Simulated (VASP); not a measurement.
# RbBr (P1) in VASP: notebook, part 2 of 2

VASP 6.6.1. The steps go on from the part before.

### Step 4. Single point, PBE (dynamics (nvt langevin) at 800 K, volume x 1.02, from the last frame before)

The input, INCAR:

```
SYSTEM = RbBr
PREC = Accurate ; ENCUT = 520
EDIFF = 1E-6 ; ISMEAR = -1
SIGMA = 0.0689 ; LREAL = Auto
LASPH = .True. ; NELM = 80
ALGO = Normal ; ISIF = 2
LWAVE = .False. ; LCHARG = .False.
GGA = PE ; NBANDS = 78
```

The input, KPOINTS:

```
Automatic mesh
0
Gamma
  1 1 1
  0 0 0
```

The input, POSCAR:

```
RbBr
1.0
    0.0000000000      6.9003986740     -6.9003986740
   -6.9003986740      0.0000000000     -6.9003986740
   -6.9003986740      6.9003986740      0.0000000000
Rb Br
8 8
Direct
    0.5151863201      0.4936324930     -0.0557940227
   -0.0425587004      0.5429560199      0.0754601328
    0.4668651990      0.0353475229      0.0243101896
    0.0048107365     -0.0313994901      0.0169294566
    0.5355465205      0.4807579470      0.4668691843
    0.0185224081      0.5131980292      0.4789659491
    0.4799897305      0.0141964986      0.5483660697
    0.0082490161     -0.0187294251      0.4924910372
    0.7003724318      0.8263837018      0.2618951579
    0.2724000581      0.7446753793      0.2395368845
    0.7216688101      0.2133467310      0.2569098662
    0.2016278429      0.2340617660      0.2850482404
    0.7832751781      0.7116554031      0.7710787813
    0.2657042131      0.7023105807      0.7756928625
    0.7811295774      0.2488132326      0.6926671524
    0.1896436803      0.2923726723      0.8229963613
```

Potentials or basis: VASP PAW PBE potentials, release 64 (Rb_sv, Br).

Launch:

```sh
> cat potpaw_PBE.64/Rb_sv/POTCAR potpaw_PBE.64/Br/POTCAR > POTCAR
> mpirun -np 1 vasp_gam > vasp.out
```

OUTCAR:

```text
SYSTEM = RbBr
   PREC = Accurate
   ENCUT = 520
   EDIFF = 1E-6
   ISMEAR = -1
   LREAL = Auto
   LASPH = .True.
   NELM = 80
   ISIF = 2
   GGA = PE

 ion  position               nearest neighbor table
   1  0.515  0.494  0.944-  14 2.91  15 3.43  13 3.43  11 3.63  10 3.79  12 4.00   3 4.37   7 4.56
                             5 4.62   2 4.75   6 4.75   4 4.84   4 4.99   6 5.05   5 5.14   2 5.36
   2  0.957  0.543  0.075-  12 3.24   9 3.28  14 3.37  13 3.43  16 3.48   5 4.05  11 4.05   6 4.12
                             4 4.13   1 4.75   3 4.82   8 4.88   3 4.99   8 5.09   1 5.36   4 5.68
   3  0.467  0.035  0.024-  12 3.20   9 3.26  16 3.33  10 3.39  15 3.73  13 4.01   1 4.37   8 4.55
                             7 4.69   2 4.82   4 4.91   4 4.92   5 4.93   5 4.96   2 4.99   7 5.08
   4  0.005  0.969  0.017-   9 3.19  11 3.37  10 3.40  14 3.50  16 3.62  15 3.81   2 4.13   6 4.48
                             7 4.63   8 4.72   1 4.84   3 4.91   3 4.92   1 4.99   8 5.04   7 5.18
   5  0.536  0.481  0.467-  15 3.25  11 3.35  10 3.39   9 3.66  14 3.68  16 3.86   2 4.05   7 4.48
                             1 4.62   8 4.75   6 4.84   3 4.93   6 4.94   3 4.96   8 5.02   1 5.14
   6  0.019  0.513  0.479-  12 3.33  10 3.35  13 3.42  15 3.48  16 3.67   9 3.75   2 4.12   4 4.48
                             8 4.59   7 4.72   1 4.75   5 4.84   5 4.94   1 5.05   7 5.10   8 5.18
   7  0.480  0.014  0.548-  11 3.13   9 3.31  13 3.67  14 3.68  12 3.77  16 3.82   5 4.48   1 4.56
                             4 4.63   3 4.69   6 4.72   8 4.76   8 5.08   3 5.08   6 5.10   4 5.18
   8  0.008  0.981  0.492-  12 3.10  15 3.24  10 3.38  13 3.43  11 3.62  14 3.73   3 4.55   6 4.59
                             4 4.72   5 4.75   7 4.76   2 4.88   5 5.02   4 5.04   7 5.08   2 5.09
   9  0.700  0.826  0.262-   4 3.19   3 3.26   2 3.28   7 3.31   5 3.66   6 3.75
  10  0.272  0.745  0.240-   6 3.35   8 3.38   3 3.39   5 3.39   4 3.40   1 3.79
  11  0.722  0.213  0.257-   7 3.13   5 3.35   4 3.37   8 3.62   1 3.63   2 4.05
  12  0.202  0.234  0.285-   8 3.10   3 3.20   2 3.24   6 3.33   7 3.77   1 4.00
  13  0.783  0.712  0.771-   6 3.42   1 3.43   2 3.43   8 3.43   7 3.67   3 4.01
  14  0.266  0.702  0.776-   1 2.91   2 3.37   4 3.50   7 3.68   5 3.68   8 3.73
  15  0.781  0.249  0.693-   8 3.24   5 3.25   1 3.43   6 3.48   3 3.73   4 3.81
  16  0.190  0.292  0.823-   3 3.33   2 3.48   4 3.62   6 3.67   7 3.82   5 3.86

  LATTYP: Found a face centered cubic cell.
 ALAT       =    13.8007973480

  Lattice vectors:

 A1 = (   0.0000000000,   6.9003986740,  -6.9003986740)
 A2 = (  -6.9003986740,   0.0000000000,  -6.9003986740)
[... 168 lines left out ...]
   NGX = 37   NGY = 37   NGZ = 37

 number of electron     127.9999999 magnetization

 Free energy of the ion-electron system (eV)
  ---------------------------------------------------
  ext. energy  EPLUGINS =         0.00000000
  ---------------------------------------------------
  free energy    TOTEN  =       -46.91404147 eV

  energy without entropy =      -46.91404147  energy(sigma->0) =      -46.91404147

 E-fermi :   0.3648     XC(G=0):  -7.1318

 val. band max:       -1.3554385983   @ k =   0.0000   0.0000   0.0000
 cond. band min:       2.4063738311   @ k =   0.0000   0.0000   0.0000
 fundamental gap:      3.7618124294
 Fermi energy:         0.3648076789

 k-point     1 :       0.0000    0.0000    0.0000
  band No.  band energies     occupation
      1     -26.5356      2.00000
      2     -26.5199      2.00000
      3     -26.4875      2.00000
      4     -26.4212      2.00000
      5     -26.4088      2.00000
      6     -26.2904      2.00000
[... 68 lines left out ...]
     75       5.2798      0.00000
     76       5.3168      0.00000
 [bands above 76 left out]

------------------------ aborting loop because EDIFF is reached ----------------------------------------

  FORCE on cell =-STRESS in cart. coord.  units (eV):
  Direction    XX          YY          ZZ          XY          YZ          ZX
  --------------------------------------------------------------------------------------
  -------------------------------------------------------------------------------------
  Total        5.1571689      6.3255310      6.1489071      0.6653320     -0.3025906      0.0727033
  in kB       12.5738824     15.4225087     14.9918755      1.6221704     -0.7377573      0.1772607
  external PRESSURE =      14.3294222 kB  Pullay stress =       0.0000000 kB

 VOLUME and BASIS-vectors are now :
 -----------------------------------------------------------------------------
  energy-cutoff  :      520.00
  volume of cell :      657.13
      direct lattice vectors                 reciprocal lattice vectors
     0.000000000  6.900398674 -6.900398674     0.072459581  0.072459581 -0.072459581
    -6.900398674  0.000000000 -6.900398674    -0.072459581 -0.072459581 -0.072459581
    -6.900398674  6.900398674  0.000000000    -0.072459581  0.072459581  0.072459581

 POSITION                                       TOTAL-FORCE (eV/Angst)
 -----------------------------------------------------------------------------------
     -9.92166     10.07039     -6.96125        -0.020819      1.291977     -0.102644
     -4.26732      7.12743    -10.35334         0.578814     -0.357994      0.125138
     -0.41166      3.38931     -3.46547         0.379344     -0.134647     -0.103949
     -6.80055      0.15002     -6.71693        -0.068129     -0.185090     -0.546091
     -6.53901      6.91707     -7.01291        -0.332456     -0.184608      0.154101
     -6.84633      3.43287     -3.66908        -0.274901      0.224080      0.172313
[... 8 lines left out ...]
     -6.49659     10.16979     -7.10702        -0.277130      0.194972      0.108028
     -7.69649      6.98762     -3.32611         0.468731     -0.097981     -0.042731
 -----------------------------------------------------------------------------------
    total drift:                               -0.008722      0.001596     -0.013253

  FREE ENERGIE OF THE ION-ELECTRON SYSTEM (eV)
  ---------------------------------------------------
  free  energy   TOTEN  =       -46.9140414717 eV

  energy  without entropy=      -46.9140414716  energy(sigma->0) =      -46.91404147
```

OSZICAR:

```text
N       E                     dE             d eps       ncg     rms          rms(c)
DAV:   1     0.137810921052E+04    0.13781E+04   -0.59278E+04   156   0.147E+03
DAV:   2     0.112753948731E+03   -0.12654E+04   -0.12204E+04   242   0.288E+02
DAV:   3    -0.450549440622E+02   -0.15781E+03   -0.15729E+03   176   0.114E+02
DAV:   4    -0.490870604062E+02   -0.40321E+01   -0.40238E+01   200   0.195E+01
DAV:   5    -0.492253736570E+02   -0.13831E+00   -0.13827E+00   240   0.337E+00    0.892E+00
DAV:   6    -0.470630215299E+02    0.21624E+01   -0.40748E+00   184   0.410E+00    0.621E+00
DAV:   7    -0.468071632122E+02    0.25586E+00   -0.24095E+00   200   0.328E+00    0.282E+00
DAV:   8    -0.468972106434E+02   -0.90047E-01   -0.27183E-01   176   0.136E+00    0.441E-01
DAV:   9    -0.469089443416E+02   -0.11734E-01   -0.45789E-02   192   0.504E-01    0.236E-01
DAV:  10    -0.469132724188E+02   -0.43281E-02   -0.72134E-03   184   0.241E-01    0.716E-02
DAV:  11    -0.469139376783E+02   -0.66526E-03   -0.89771E-04   216   0.878E-02    0.305E-02
DAV:  12    -0.469140228913E+02   -0.85213E-04   -0.15475E-04   184   0.373E-02    0.116E-02
DAV:  13    -0.469140381918E+02   -0.15301E-04   -0.29146E-05   176   0.152E-02    0.706E-03
DAV:  14    -0.469140403820E+02   -0.21902E-05   -0.37317E-06   128   0.647E-03    0.307E-03
DAV:  15    -0.469140414179E+02   -0.10359E-05   -0.23266E-06   128   0.517E-03    0.179E-03
DAV:  16    -0.469140414717E+02   -0.53782E-07   -0.25530E-07   120   0.190E-03
   1 F= -.46914041E+02 E0= -.46914041E+02  d E =-.688471E-10
```

stdout:

```text
POSCAR found type information on POSCAR RbBr
 POSCAR found :  2 types and      16 ions
 scaLAPACK will be used
 LDA part: xc-table for (Slater+PW92), standard interpolation
 POSCAR, INCAR and KPOINTS ok, starting setup
 FFT: planning ... GRIDC
 FFT: planning ... GRID_SOFT
 FFT: planning ... GRID
 WAVECAR not read
 entering main loop
```

It took 1.9 min on 1 thread of AMD EPYC 9R14 (Zen 4), shared host; peak memory 0.97 GiB.

What came out:

```yaml
Free_energy: -46.9140 eV
Pressure: 1.4 GPa
Largest_force: 1.296 eV/Å
Band_gap_on_the_k_mesh: 3.76 eV
```

Forces in eV/Å, atoms in the order of the input:
```
Rb  -0.021  1.292 -0.103
Rb   0.579 -0.358  0.125
Rb   0.379 -0.135 -0.104
Rb  -0.068 -0.185 -0.546
Rb  -0.332 -0.185  0.154
Rb  -0.275  0.224  0.172
Rb  -0.134  0.023  0.426
Rb   0.147  0.079  0.500
Br   0.132  0.298  0.435
Br   0.230 -0.048  0.011
Br  -0.155  0.005 -0.459
Br  -0.224  0.299 -0.604
Br  -0.237 -0.298  0.044
Br  -0.213 -1.109 -0.119
Br  -0.277  0.195  0.108
Br   0.469 -0.098 -0.043
```

Levels at points of the mesh, in eV from the valence-band top:
| k point | band 62 | band 63 | band 64 | band 65 | band 66 | band 67 |
| --- | --- | --- | --- | --- | --- | --- |
| (0.00, 0.00, 0.00) | -0.21 | -0.10 | 0.00 | 3.76 | 5.28 | 5.39 |

Caveat: the k points lie up to 0.79 Å⁻¹ apart; forces of over 1 eV/Å act on the atoms, so gaps and moduli don't describe the material at rest.
